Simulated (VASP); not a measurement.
# NaCl (Fm-3m) in VASP: a series of runs, part 2 of 2

VASP 6.6.1. The steps go on from the part before.

## Step 5: Single point, r2SCAN (strain +2.7%)

File POSCAR:

```
NaCl
1.0
    0.0000000000      2.8781254520      2.8781254520
    2.8781254520      0.0000000000      2.8781254520
    2.8781254520      2.8781254520      0.0000000000
Na Cl
1 1
Direct
    0.0000000000      0.0000000000      0.0000000000
    0.5000000000      0.5000000000      0.5000000000
```

File INCAR.step1:

```
PREC = Accurate ; ENCUT = 520
ISMEAR = 0 ; SIGMA = 0.01
LREAL = False ; LASPH = True
NELM = 60 ; NBANDS = 14
GGA = PE ; ALGO = Normal
EDIFF = 1E-4 ; LWAVE = True
LCHARG = False
```

File INCAR.step2:

```
PREC = Accurate ; ENCUT = 520
EDIFF = 1E-7 ; ISMEAR = 0
SIGMA = 0.01 ; LREAL = False
LASPH = True ; NELM = 60
ALGO = Normal ; ISIF = 2
LWAVE = False ; LCHARG = False
METAGGA = R2SCAN ; LMIXTAU = True
NBANDS = 14 ; ISTART = 1
```

File KPOINTS:

```
regular mesh
0
Gamma
  8 8 8
```

Potentials or basis: VASP PAW PBE potentials, release 64 (Na_pv, Cl).

Started as:

```bash
> cat potpaw_PBE.64/Na_pv/POTCAR potpaw_PBE.64/Cl/POTCAR > POTCAR
> cp INCAR.step1 INCAR
> mpirun -np 1 vasp_std > vasp.out
> cp INCAR.step2 INCAR
> mpirun -np 1 vasp_std > vasp.out
```

OUTCAR:

```text
PREC = Accurate
   ENCUT = 520
   EDIFF = 1E-7
   ISMEAR = 0
   LREAL = False
   LASPH = True
   NELM = 60
   ISIF = 2
   METAGGA = R2SCAN
   ISTART = 1

 ion  position               nearest neighbor table
   1  0.000  0.000  0.000-
   2  0.500  0.500  0.500-

  LATTYP: Found a face centered cubic cell.
 ALAT       =     5.7562509040

  Lattice vectors:

 A1 = (   0.0000000000,   2.8781254520,   2.8781254520)
[... 590 lines left out ...]
     14      15.6617      0.00000

 [... further k-points ...]

------------------------ aborting loop because EDIFF is reached ----------------------------------------

  FORCE on cell =-STRESS in cart. coord.  units (eV):
  Direction    XX          YY          ZZ          XY          YZ          ZX
  --------------------------------------------------------------------------------------
  -------------------------------------------------------------------------------------
  Total       -0.6003492     -0.6003492     -0.6003492      0.0000000      0.0000000     -0.0000000
  in kB      -20.1722971    -20.1722971    -20.1722971      0.0000000      0.0000000     -0.0000000
  external PRESSURE =     -20.1722971 kB  Pullay stress =       0.0000000 kB

 VOLUME and BASIS-vectors are now :
 -----------------------------------------------------------------------------
  energy-cutoff  :      520.00
  volume of cell :       47.68
      direct lattice vectors                 reciprocal lattice vectors
     0.000000000  2.878125452  2.878125452    -0.173724186  0.173724186  0.173724186
     2.878125452  0.000000000  2.878125452     0.173724186 -0.173724186  0.173724186
     2.878125452  2.878125452  0.000000000     0.173724186  0.173724186 -0.173724186

 POSITION                                       TOTAL-FORCE (eV/Angst)
 -----------------------------------------------------------------------------------
      0.00000      0.00000      0.00000        -0.000000      0.000000     -0.000000
      2.87813      2.87813      2.87813         0.000000     -0.000000      0.000000
 -----------------------------------------------------------------------------------
    total drift:                                0.000000      0.000000      0.000000

  FREE ENERGIE OF THE ION-ELECTRON SYSTEM (eV)
  ---------------------------------------------------
  free  energy   TOTEN  =       -13.7639054319 eV

  energy  without entropy=      -13.7639054319  energy(sigma->0) =      -13.76390543
```

OUTCAR.step1:

```text
PREC = Accurate
   ENCUT = 520
   ISMEAR = 0
   LREAL = False
   LASPH = True
[... 629 lines left out ...]
      0.00000      0.00000      0.00000         0.000000      0.000000      0.000000
      2.87813      2.87813      2.87813         0.000000      0.000000      0.000000
 -----------------------------------------------------------------------------------
    total drift:                                0.000000      0.000000      0.000000

  FREE ENERGIE OF THE ION-ELECTRON SYSTEM (eV)
  ---------------------------------------------------
  free  energy   TOTEN  =        -6.7747447568 eV

  energy  without entropy=       -6.7747447568  energy(sigma->0) =       -6.77474476
```

OSZICAR.step1:

```text
N       E                     dE             d eps       ncg     rms          rms(c)
DAV:   1     0.978420506806E+02    0.97842E+02   -0.70220E+03   820   0.984E+02
DAV:   2     0.160049460380E+01   -0.96242E+02   -0.87922E+02   880   0.261E+02
DAV:   3    -0.684515027402E+01   -0.84456E+01   -0.83951E+01  1082   0.714E+01
DAV:   4    -0.698331757321E+01   -0.13817E+00   -0.13813E+00   884   0.101E+01
DAV:   5    -0.698631672277E+01   -0.29991E-02   -0.29990E-02  1116   0.150E+00    0.214E+00
DAV:   6    -0.678057453007E+01    0.20574E+00   -0.35077E-01   992   0.328E+00    0.158E+00
DAV:   7    -0.676855200170E+01    0.12023E-01   -0.83223E-02  1112   0.160E+00    0.108E+00
DAV:   8    -0.677471213981E+01   -0.61601E-02   -0.10723E-02   896   0.861E-01    0.290E-01
DAV:   9    -0.677460822524E+01    0.10391E-03   -0.21857E-04  1028   0.112E-01    0.172E-01
DAV:  10    -0.677475895454E+01   -0.15073E-03   -0.41924E-04   926   0.142E-01    0.789E-02
DAV:  11    -0.677474475675E+01    0.14198E-04   -0.21335E-05   580   0.396E-02
   1 F= -.67747448E+01 E0= -.67747448E+01  d E =-.167575E-16
```

Run time: 98 s. Hardware: 1 thread of Intel Xeon 8259CL, shared host; peak memory 0.17 GiB.

Results:

```
Free energy            : -13.7639 eV
Pressure               : -2.0 GPa
Band gap on the k mesh : 5.68 eV
```

Levels at points of the mesh, in eV from the valence-band top:
```
           k point  band 4  band 5  band 6  band 7  band 8  band 9  band 10  band 11
(0.00, 0.00, 0.00)  -13.09    0.00    0.00    0.00    5.68   11.69    11.69    11.69
(0.50, 0.00, 0.00)  -12.81   -1.74   -0.24   -0.24    7.83   11.11    11.62    11.62
(0.50, 0.50, 0.00)  -12.76   -1.52   -0.55   -0.55    8.27    8.65    11.75    15.35
```

Caveat: the cell differs from its parent crystal (strain +2.7%); the PAW data sets were made with another functional, which shifts forces and pressure a little.

## Step 6: The runs side by side

```tsv
level	cell	smearing	gap on the mesh (eV)	pressure (GPa)
PBE	a = 4.070 Å, angles 60.0°, 2 atoms	fermi-dirac 0.02 eV	4.88	-0.7
PBE	a = 4.094 Å, angles 60.0°, 2 atoms	fermi-dirac 0.02 eV	4.82	-1.1
r2SCAN	a = 3.964 Å, angles 60.0°, 2 atoms	gaussian 0.01 eV	6.00	-0.2
r2SCAN	a = 4.070 Å, angles 60.0°, 2 atoms	gaussian 0.01 eV	5.68	-2.0
```

Alike in all rows: task single point; potentials or basis VASP PAW PBE potentials, release 64 (Na_pv, Cl); no spin polarisation; k mesh 8 × 8 × 8; cutoff (eV) 520.

Caveats: the PAW data sets were made with another functional, which shifts forces and pressure a little (at least some runs).

Absolute energies hang on the potentials; compare differences alone.
